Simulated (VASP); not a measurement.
# I (Fm-3m) in VASP: notebook

Runs on I. Level: PBE. Tasks: single point.

All numbers are computed with VASP 6.6.1; they aren't measurements. Logs are shortened: lines on timing, memory, paths and dates and some standing lists are left out, and cuts for length are marked.

## (1) The cell of the first run

It takes space group Fm-3m (No. 225, cubic). Conventional cell: a = 4.332 Å, b = 4.332 Å, c = 4.332 Å, α = 90.00°, β = 90.00°, γ = 90.00°. I (site symmetry m-3m) has 12 I at 3.06 Å within 4.0 Å.

## (2) Single point, PBE (20.32 Å³/atom)

Contents of INCAR:

```
ALGO = Normal
EDIFF = 1E-6
ENCUT = 520
GGA = PE
ISIF = 2
ISMEAR = -1
LASPH = T
LCHARG = F
LREAL = F
LWAVE = F
NBANDS = 10
NELM = 60
PREC = Accurate
SIGMA = 0.05
```

Contents of KPOINTS:

```
k-points
0
Gamma
  14 14 14
```

Contents of POSCAR:

```
I
1.0
    0.0000000000      2.1659951006      2.1659951006
    2.1659951006      0.0000000000      2.1659951006
    2.1659951006      2.1659951006      0.0000000000
I
1
Direct
    0.0000000000      0.0000000000      0.0000000000
```

Potentials or basis: VASP PAW PBE potentials, release 64 (I).

Run with:

```bash
cat potpaw_PBE.64/I/POTCAR > POTCAR
mpirun -np 1 vasp_std > vasp.out
```

OUTCAR:

```text
EDIFF = 1E-6
   ENCUT = 520
   GGA = PE
   ISIF = 2
   ISMEAR = -1
   LASPH = T
   LREAL = F
   NELM = 60
   PREC = Accurate

 ion  position               nearest neighbor table
   1  0.000  0.000  0.000-

  LATTYP: Found a face centered cubic cell.
 ALAT       =     4.3319902012

  Lattice vectors:

 A1 = (   0.0000000000,   2.1659951006,   2.1659951006)
 A2 = (   2.1659951006,   0.0000000000,   2.1659951006)
 A3 = (   2.1659951006,   2.1659951006,   0.0000000000)

Analysis of symmetry for initial positions (statically):
=====================================================================
 Subroutine PRICEL returns:
 Original cell was already a primitive cell.

 Routine SETGRP: Setting up the symmetry group for a
 face centered cubic supercell.

 Subroutine GETGRP returns: Found 48 space group operations
 (whereof 48 operations were pure point group operations)
 out of a pool of 48 trial point group operations.

The static configuration has the point symmetry O_h .

Analysis of symmetry for dynamics (positions and initial velocities):
=====================================================================
 Subroutine PRICEL returns:
 Original cell was already a primitive cell.

 Routine SETGRP: Setting up the symmetry group for a
 face centered cubic supercell.

 Subroutine GETGRP returns: Found 48 space group operations
 (whereof 48 operations were pure point group operations)
 out of a pool of 48 trial point group operations.

The dynamic configuration has the point symmetry O_h .

 Subroutine INISYM returns: Found 48 space group operations
 (whereof 48 operations are pure point group operations),
 and found     1 'primitive' translations

----------------------------------------------------------------------------------------

                                     Primitive cell

  volume of cell :      20.3237

  direct lattice vectors                    reciprocal lattice vectors
     0.000000000  2.165995101  2.165995101    -0.230840781  0.230840781  0.230840781
     2.165995101  0.000000000  2.165995101     0.230840781 -0.230840781  0.230840781
     2.165995101  2.165995101  0.000000000     0.230840781  0.230840781 -0.230840781

  length of vectors
     3.063179647  3.063179647  3.063179647     0.399827961  0.399827961  0.399827961

  position of ions in fractional coordinates (direct lattice)
     0.000000000  0.000000000  0.000000000

  ion indices of the primitive-cell ions
[... 77 lines left out ...]
   NSW    =      0    number of steps for IOM
   IBRION =     -1    ionic relax: 0-MD 1-quasi-New 2-CG
   NFREE  =      0    steps in history (QN), initial steepest desc. (CG)
   ISIF   =      2    stress and relaxation
   ISYM   =      2    0-nonsym 1-usesym 2-fastsym
   POTIM  = 0.5000    time-step for ionic-motion
   TEBEG  =    0.0;   TEEND  =   0.0 temperature during run
   PSTRESS=    0.0 pullay stress
   NELECT =       7.0000    total number of electrons
   NUPDOWN=      -1.0000    fix difference up-down
   EMIN   =  10.00;   EMAX   =-10.00  energy-range for DOS
   EFERMI =   0.00;   METHOD = LEGACY
   ISMEAR =    -1;   SIGMA  =   0.05  broadening in eV -4-tet -1-fermi 0-gaus
   EFERMI_NEDOS =   21; number of points for ismear=-14 and -15
   IALGO  =     38    algorithm
   IMIX   =      4    mixing-type and parameters
     AMIX     =   0.40;   BMIX     =  1.00
     AMIX_MAG =   1.60;   BMIX_MAG =  1.00
  volume/ion in A,a.u.               =      20.32       137.15
  Fermi-wavevector in a.u.,A,eV,Ry     =   1.147555  2.168564 17.917263  1.316882
  Thomas-Fermi vector in A             =   2.284234
   LORBIT       =      0    0 simple, 1 ext, 2 COOP (PROOUT), +10 PAW based schemes
   GGA     = PE    functional components
   LHFCALC =     F    Hartree Fock is set to
   AEXX    =    0.0000 exact exchange contribution
   IVDW    =     0    specifies the selected vdW correction
   LEPSILON=     F    determine dielectric tensor
   LRPA    =     F    only Hartree local field effects (RPA)
 non-spin polarized calculation
  energy-cutoff  :      520.00
  volume of cell :       20.32
 maximum number of plane-waves:       568
   NGX = 11   NGY = 11   NGZ = 11

 number of electron       7.0000000 magnetization

 Free energy of the ion-electron system (eV)
  ---------------------------------------------------
  ext. energy  EPLUGINS =         0.00000000
  ---------------------------------------------------
  free energy    TOTEN  =         0.36005545 eV

  energy without entropy =        0.36524975  energy(sigma->0) =        0.36265260

 E-fermi :  13.4558     XC(G=0): -11.7270

 val. band max:       13.4522089639   @ k =  -0.2143   0.2857   0.0714
 cond. band min:      13.4758822938   @ k =   0.2857   0.1429   0.0000
 fundamental gap:      0.0236733299
 Fermi energy:        13.4557513900

 k-point     1 :       0.0000    0.0000    0.0000
  band No.  band energies     occupation
      1      -5.1931      2.00000
      2      16.2089      0.00000
      3      16.2089      0.00000
      4      16.2089      0.00000
      5      22.8247      0.00000
      6      22.8247      0.00000
      7      22.8247      0.00000
      8      23.3102      0.00000
      9      25.5550      0.00000
     10      28.8377      0.00000
[... 287 lines left out ...]
 k-point    24 :       0.2857    0.1429    0.0000
  band No.  band energies     occupation
      1      -3.4863      2.00000
      2       9.9591      2.00000
      3      13.4759      0.80137
      4      13.8069      0.00178
      5      19.6457      0.00000
      6      21.4946      0.00000
      7      25.3033      0.00000
      8      25.7781      0.00000
      9      28.1303      0.00000
     10      29.1027      0.00000

 [... further k-points ...]

------------------------ aborting loop because EDIFF is reached ----------------------------------------

  FORCE on cell =-STRESS in cart. coord.  units (eV):
  Direction    XX          YY          ZZ          XY          YZ          ZX
  --------------------------------------------------------------------------------------
  -------------------------------------------------------------------------------------
  Total        6.6830815      6.6830815      6.6830815      0.0000000     -0.0000000      0.0000000
  in kB      526.8475150    526.8475150    526.8475150      0.0000000     -0.0000000      0.0000000
  external PRESSURE =     526.8475150 kB  Pullay stress =       0.0000000 kB

 VOLUME and BASIS-vectors are now :
 -----------------------------------------------------------------------------
  energy-cutoff  :      520.00
  volume of cell :       20.32
      direct lattice vectors                 reciprocal lattice vectors
     0.000000000  2.165995101  2.165995101    -0.230840781  0.230840781  0.230840781
     2.165995101  0.000000000  2.165995101     0.230840781 -0.230840781  0.230840781
     2.165995101  2.165995101  0.000000000     0.230840781  0.230840781 -0.230840781

 POSITION                                       TOTAL-FORCE (eV/Angst)
 -----------------------------------------------------------------------------------
      0.00000      0.00000      0.00000        -0.000000      0.000000     -0.000000
 -----------------------------------------------------------------------------------
    total drift:                                0.000000     -0.000000     -0.000000

  FREE ENERGIE OF THE ION-ELECTRON SYSTEM (eV)
  ---------------------------------------------------
  free  energy   TOTEN  =         0.3600554541 eV

  energy  without entropy=        0.3652497473  energy(sigma->0) =        0.36265260
```

OSZICAR:

```text
N       E                     dE             d eps       ncg     rms          rms(c)
DAV:   1     0.200320134813E+02    0.20032E+02   -0.28808E+03  2088   0.532E+02
DAV:   2     0.923143779172E+00   -0.19109E+02   -0.18452E+02  2828   0.898E+01
DAV:   3     0.361678846700E+00   -0.56146E+00   -0.55434E+00  2718   0.142E+01
DAV:   4     0.359095836249E+00   -0.25830E-02   -0.25808E-02  2838   0.114E+00
DAV:   5     0.359084388457E+00   -0.11448E-04   -0.11448E-04  2662   0.629E-02    0.127E+01
DAV:   6     0.360107221825E+00    0.10228E-02   -0.90336E-04  2688   0.170E-01    0.760E+00
DAV:   7     0.360055737929E+00   -0.51484E-04   -0.17358E-03  2702   0.250E-01    0.107E-01
DAV:   8     0.360058704538E+00    0.29666E-05   -0.47828E-05  2470   0.407E-02    0.336E-02
DAV:   9     0.360055908700E+00   -0.27958E-05   -0.76037E-06  2674   0.153E-02    0.146E-02
DAV:  10     0.360055454133E+00   -0.45457E-06   -0.36122E-07  1656   0.358E-03
   1 F= 0.36005545E+00 E0= 0.36265260E+00  d E =-.519429E-02
```

stdout:

```text
POSCAR found type information on POSCAR I
 POSCAR found :  1 types and       1 ions
 scaLAPACK will be used
 LDA part: xc-table for (Slater+PW92), standard interpolation
 POSCAR, INCAR and KPOINTS ok, starting setup
 FFT: planning ... GRIDC
 FFT: planning ... GRID_SOFT
 FFT: planning ... GRID
 WAVECAR not read
 entering main loop
```

Run time: 7.6 s. Hardware: 1 thread of Intel Xeon Platinum 8488C (Sapphire Rapids), shared host; peak memory 0.15 GiB.

What came out:

```yaml
Free_energy: 0.3601 eV
Pressure: 52.7 GPa
Band_gap_on_the_k_mesh: zero (an odd number of electrons rules out a gap without spin polarisation)
```

Caveat: the cell stands under pressure; spin-orbit coupling is left out, which moves the levels of the heavy elements; an odd number of electrons without spin polarisation forces a metal; a magnetic or distorted state may lie lower.

## (3) Single point, PBE (23.83 Å³/atom)

This run uses another cell than the first one, of 23.83 Å³/atom.

Contents of INCAR:

```
SYSTEM = I
  ALGO = Normal
  EDIFF = 1E-6
  ENCUT = 520
  GGA = PE
  ISIF = 2
  ISMEAR = -1
  LASPH = .True.
  LCHARG = .True.
  LELF = .True.
  LREAL = .False.
  LVHAR = .True.
  LWAVE = .False.
  NBANDS = 10
  NELM = 100
  PREC = Accurate
  SIGMA = 0.05
```

Contents of KPOINTS:

```
k-points
0
Gamma
  14 14 14
  0 0 0
```

Contents of POSCAR:

```
I
1.0
    0.0000000000      2.2839386976      2.2839386976
    2.2839386976      0.0000000000      2.2839386976
    2.2839386976      2.2839386976      0.0000000000
I
1
Direct
    0.0000000000      0.0000000000      0.0000000000
```

Potentials or basis: VASP PAW PBE potentials, release 64 (I).

Run with:

```bash
cat potpaw_PBE.64/I/POTCAR > POTCAR
mpirun -np 1 vasp_std > vasp.out
```

OUTCAR:

```text
SYSTEM = I
   EDIFF = 1E-6
   ENCUT = 520
   GGA = PE
   ISIF = 2
   ISMEAR = -1
   LASPH = .True.
   LREAL = .False.
   NELM = 100
   PREC = Accurate

 ion  position               nearest neighbor table
   1  0.000  0.000  0.000-

  LATTYP: Found a face centered cubic cell.
 ALAT       =     4.5678773952

  Lattice vectors:

 A1 = (   0.0000000000,   2.2839386976,   2.2839386976)
 A2 = (   2.2839386976,   0.0000000000,   2.2839386976)
 A3 = (   2.2839386976,   2.2839386976,   0.0000000000)
[... 480 lines left out ...]
      1      -4.9612      2.00000
      2       7.3001      2.00000
      3      10.4096      0.57137
      4      10.5752      0.02873
      5      17.0512      0.00000
      6      18.6376      0.00000
      7      21.5719      0.00000
      8      22.2097      0.00000
      9      25.0689      0.00000
     10      25.5450      0.00000

 [... further k-points ...]
[... 5 lines left out ...]
  --------------------------------------------------------------------------------------
  -------------------------------------------------------------------------------------
  Total        3.7173651      3.7173651      3.7173651      0.0000000      0.0000000     -0.0000000
  in kB      249.9553739    249.9553739    249.9553739      0.0000000      0.0000000     -0.0000000
  external PRESSURE =     249.9553739 kB  Pullay stress =       0.0000000 kB

 VOLUME and BASIS-vectors are now :
 -----------------------------------------------------------------------------
  energy-cutoff  :      520.00
  volume of cell :       23.83
      direct lattice vectors                 reciprocal lattice vectors
     0.000000000  2.283938698  2.283938698    -0.218920061  0.218920061  0.218920061
     2.283938698  0.000000000  2.283938698     0.218920061 -0.218920061  0.218920061
     2.283938698  2.283938698  0.000000000     0.218920061  0.218920061 -0.218920061

 POSITION                                       TOTAL-FORCE (eV/Angst)
 -----------------------------------------------------------------------------------
      0.00000      0.00000      0.00000         0.000000     -0.000000     -0.000000
 -----------------------------------------------------------------------------------
    total drift:                                0.000000      0.000000     -0.000000

  FREE ENERGIE OF THE ION-ELECTRON SYSTEM (eV)
  ---------------------------------------------------
  free  energy   TOTEN  =        -0.4529273943 eV

  energy  without entropy=       -0.4464047135  energy(sigma->0) =       -0.44966605
```

OSZICAR:

```text
N       E                     dE             d eps       ncg     rms          rms(c)
DAV:   1     0.191780569904E+02    0.19178E+02   -0.27421E+03  2088   0.523E+02
DAV:   2     0.104676942940E+00   -0.19073E+02   -0.18460E+02  2862   0.877E+01
DAV:   3    -0.448515729026E+00   -0.55319E+00   -0.54824E+00  2770   0.144E+01
DAV:   4    -0.451325914583E+00   -0.28102E-02   -0.28091E-02  2750   0.119E+00
DAV:   5    -0.451345869019E+00   -0.19954E-04   -0.19954E-04  2724   0.877E-02    0.892E+00
DAV:   6    -0.452175349929E+00   -0.82948E-03   -0.27173E-04  2706   0.120E-01    0.537E+00
DAV:   7    -0.452911390597E+00   -0.73604E-03   -0.70397E-04  2552   0.192E-01    0.192E-02
DAV:   8    -0.452921872789E+00   -0.10482E-04   -0.67244E-06  2842   0.178E-02    0.101E-02
DAV:   9    -0.452927417428E+00   -0.55446E-05   -0.52319E-06  2504   0.154E-02    0.405E-03
DAV:  10    -0.452927394323E+00    0.23105E-07   -0.13833E-07  1608   0.247E-03
   1 F= -.45292739E+00 E0= -.44966605E+00  d E =-.652268E-02
```

stdout:

```text
POSCAR found type information on POSCAR I
 POSCAR found :  1 types and       1 ions
 scaLAPACK will be used
 LDA part: xc-table for (Slater+PW92), standard interpolation
 POSCAR, INCAR and KPOINTS ok, starting setup
 FFT: planning ... GRIDC
 FFT: planning ... GRID_SOFT
 FFT: planning ... GRID
 WAVECAR not read
 entering main loop
```

Wall time 8.4 s (1 thread of Intel Xeon Platinum 8488C (Sapphire Rapids), shared host); peak memory 0.15 GiB.

What came out:

```
Free energy            : -0.4529 eV
Pressure               : 25.0 GPa
Band gap on the k mesh : zero (an odd number of electrons rules out a gap without spin polarisation)
```

Caveat: the cell stands under pressure; spin-orbit coupling is left out, which moves the levels of the heavy elements; an odd number of electrons without spin polarisation forces a metal; a magnetic or distorted state may lie lower.

## (4) Single point, PBE (23.83 Å³/atom)

This run uses another cell than the first one, of 23.83 Å³/atom.

Contents of INCAR:

```
PREC = Accurate
ENCUT = 520
EDIFF = 1E-6
ISMEAR = -1
SIGMA = 0.05
LREAL = F
LASPH = T
NELM = 80
ALGO = Normal
ISIF = 2
LWAVE = F
LCHARG = F
GGA = PE
NBANDS = 10
```

Contents of KPOINTS:

```
regular mesh
0
Gamma
  14 14 14
```

POSCAR is that of step 3.

Run with:

```bash
cat potpaw_PBE.64/I/POTCAR > POTCAR
mpirun -np 1 vasp_std > vasp.out
```

Run time: 7.8 s. Hardware: 1 thread of Intel Xeon Platinum 8488C (Sapphire Rapids), shared host; peak memory 0.15 GiB.

It converged, with:

* Free energy: -0.4529 eV
* Pressure: 25.0 GPa
* Band gap on the k mesh: zero (an odd number of electrons rules out a gap without spin polarisation)

Levels at points of the mesh, in eV from the Fermi level:
```tsv
k point	band 1	band 2	band 3	band 4	band 5	band 6	band 7	band 8
(0.00, 0.00, 0.00)	-16.72	2.06	2.06	2.06	9.46	9.46	9.46	10.27
(0.50, 0.00, 0.00)	-13.53	-7.92	0.62	0.62	6.78	8.64	8.64	10.06
(0.50, 0.50, 0.00)	-12.24	-7.12	-2.16	-2.16	3.25	3.84	19.41	19.72
```

Caveat: the cell stands under pressure; spin-orbit coupling is left out, which moves the levels of the heavy elements; an odd number of electrons without spin polarisation forces a metal; a magnetic or distorted state may lie lower.

(Continued in part 2 of 2.)
